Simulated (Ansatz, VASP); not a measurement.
Two plane-wave programs on CdF2

Contents of INCAR:

```
ALGO     = Normal         # electronic algorithm
EDIFF    = 1E-6           # SCF threshold, eV
ENCUT    = 520            # plane-wave cutoff, eV
GGA      = PE             # functional
ISIF     = 2              # what is computed and relaxed
ISMEAR   = -1             # smearing method
LASPH    = T              # aspherical terms in the spheres
LCHARG   = T              # write CHGCAR
LELF     = T              # ELF
LREAL    = F              # projectors in reciprocal space
LVHAR    = T            
LWAVE    = F              # write WAVECAR
NBANDS   = 20             # bands
NELM     = 60             # most SCF steps
PREC     = Accurate       # precision mode
SIGMA    = 0.02           # smearing width, eV
```

KPOINTS

```
k-points
0
Gamma
  8 8 8
```

The input POSCAR:

```
CdF2
1.0
    0.0000000000      2.6941776812      2.6941776812
    2.5516556819      0.0000000000      2.6941776812
    2.5516556819      2.6941776812      0.0000000000
Cd F
1 2
Direct
    0.0000000000      0.0000000000      0.0000000000
    0.2500000000      0.2500000000      0.2500000000
    0.7500000000      0.7500000000      0.7500000000
```

Input for Ansatz:

```yaml
crystal:
  lattice:
    - [0.0, 2.6941776812, 2.6941776812]
    - [2.5516556819, 0.0, 2.6941776812]
    - [2.5516556819, 2.6941776812, 0.0]
  atoms:
    - { symbol: Cd, position: [0.0, 0.0, 0.0] }
    - { symbol: F, position: [0.25, 0.25, 0.25] }
    - { symbol: F, position: [0.75, 0.75, 0.75] }
kpoints:
  mp_grid: { grid: [8, 8, 8] }
  band_path:
    path:
      - [0.0, 0.0, 0.0]
      - [0.5, 0.0, 0.5]
      - [0.625, 0.25, 0.625]
      - [0.375, 0.375, 0.75]
      - [0.5, 0.5, 0.5]
      - [0.5, 0.25, 0.75]
      - [0.307292, -0.5, -0.192708]
    npoints: 1
hamiltonian:
  xc: pbe
scf:
  occupations: { method: fermi_dirac, width: 0.02 }
  n_extra_bands: 4
output:
  forces: true
  stress: true
  eigenvalues: true
```

Change from the starting cell: uniaxial_x strain -5.3%.

Alike in both runs: task single point; functional PBE; k mesh 8 × 8 × 8; occupations fermi-dirac, width 0.02 eV; no spin polarisation.

```csv
,VASP,Ansatz
version,VASP 6.6.1,Ansatz 0.2.0
potentials or method,"VASP PAW PBE potentials, release 64 (Cd, F)","plane waves, PAW"
plane-wave cutoff (eV),520,420
valence electrons in the cell,26,34
```

|  | VASP | Ansatz | Ansatz less VASP |
| --- | --- | --- | --- |
| gap on the k mesh at the Fermi level (eV) | 3.17 | 3.21 | +0.037 |
| pressure (GPa) | 13.7 | 12.7 | -1.05 |
| traceless stress, the component that is largest in VASP (GPa) | 4.15 | 4.21 | +0.068 |

VASP's potentials hold 26 valence electrons a cell and Ansatz's 34, so a difference there can come from the potentials and not from the codes.
